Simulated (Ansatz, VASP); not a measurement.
## One calculation of AgI, two programs

```
CELL_PARAMETERS angstrom
3.17396 3.17396 0.00000
-3.17396 3.17396 0.00000
0.00000 3.17396 3.17396
ATOMIC_POSITIONS crystal
Ag 0.00000 0.00000 0.00000
I 0.75000 0.25000 0.50000
```

Change from the starting cell: unstrained.

Alike in both runs: task single point; functional LDA; k mesh 6 × 6 × 6; no spin polarisation.

|  | VASP | Ansatz |
| --- | --- | --- |
| version | VASP 6.6.1 | Ansatz 0.2.0 |
| potentials or method | VASP PAW LDA potentials, release 64 (Ag, I), cutoff 500 eV | all-electron LAPW, scalar-relativistic |
| occupations | gaussian, width 0.01 eV | fixed |

|  | VASP | Ansatz | Ansatz less VASP |
| --- | --- | --- | --- |
| gap on the k mesh at the Fermi level (eV) | 1.09 | 1.05 | -0.037 |
| pressure (GPa) | 0.0 | 0.0 | -0.01 |

LDA's correlation is that of Perdew and Zunger in VASP and of Perdew and Wang (1992) in Ansatz. Ansatz ran all-electron here, and VASP with PAW potentials.

Neither program's run includes spin-orbit coupling.
